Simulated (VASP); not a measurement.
Set up this calculation in VASP 6.6.1, as the native input.

```
Task                   : single point
Functional             : r2SCAN
Potentials or basis    : VASP PAW PBE potentials, release 64 (Tl_d, Br)
Cutoff                 : 550 eV
k mesh                 : 6 × 6 × 6
Occupations            : gaussian, width 0.05 eV
Spin                   : non-collinear spin, zero start, spin-orbit coupling
Starting moments       : [[0.0, 0.0, 0.0], [0.0, 0.0, 0.0]] μB
Dipole correction      : no
Further INCAR settings : ALGO = Normal; EDIFF = 1e-06; NBANDS = 32
```

Crystal: TlBr.

```xyz
2
Lattice="3.9163 0.0000 0.0000 0.0000 3.9163 0.0000 0.0000 0.0000 3.9163" Properties=species:S:1:pos:R:3 pbc="T T T"
Tl    0.0000    0.0000    0.0000
Br    1.9582    1.9582    1.9582
```

One way to write it, as run:

POSCAR

```
TlBr
1.0
    3.9163453373      0.0000000000      0.0000000000
    0.0000000000      3.9163453373      0.0000000000
    0.0000000000      0.0000000000      3.9163453373
Tl Br
1 1
Direct
    0.0000000000      0.0000000000      0.0000000000
    0.5000000000      0.5000000000      0.5000000000
```

INCAR.step1

```
PREC = Accurate ; ENCUT = 550
ISMEAR = 0 ; SIGMA = 0.05
LREAL = F ; LASPH = T
NELM = 200 ; MAGMOM = 0 0 0 0 0 0
LSORBIT = T ; GGA_COMPAT = F
NBANDS = 32 ; GGA = PE
ALGO = Normal ; EDIFF = 1E-5
LWAVE = T ; LCHARG = F
```

INCAR.step2

```
PREC = Accurate ; ENCUT = 550
EDIFF = 1E-6 ; ISMEAR = 0
SIGMA = 0.05 ; LREAL = F
LASPH = T ; NELM = 200
ALGO = Normal ; ISIF = 2
LWAVE = F ; LCHARG = F
MAGMOM = 0 0 0 0 0 0 ; LORBIT = 11
LSORBIT = T ; GGA_COMPAT = F
LORBMOM = T ; METAGGA = R2SCAN
LMIXTAU = T ; NBANDS = 32
ISTART = 1
```

KPOINTS

```
regular mesh
0
Gamma
  6 6 6
```

Potentials or basis: VASP PAW PBE potentials, release 64 (Tl_d, Br).

The run is started by

```bash
$ cat potpaw_PBE.64/Tl_d/POTCAR potpaw_PBE.64/Br/POTCAR > POTCAR
$ cp INCAR.step1 INCAR
$ mpirun -np 1 vasp_ncl > vasp.out
$ cp INCAR.step2 INCAR
$ mpirun -np 1 vasp_ncl > vasp.out
```

Results of the run:

```json
{
  "Pressure": "1.6 GPa",
  "Net moment": "0.00 μB per cell",
  "Valence electrons inside the program's atomic spheres": "Tl 11.11; Br 4.90"
}
```

Caveat: the PAW data sets were made with another functional, which shifts forces and pressure a little.

It took 7.4 min on 1 thread of Oxide Virtual Turin-like Processor, on a shared host, peak memory 0.32 GiB.
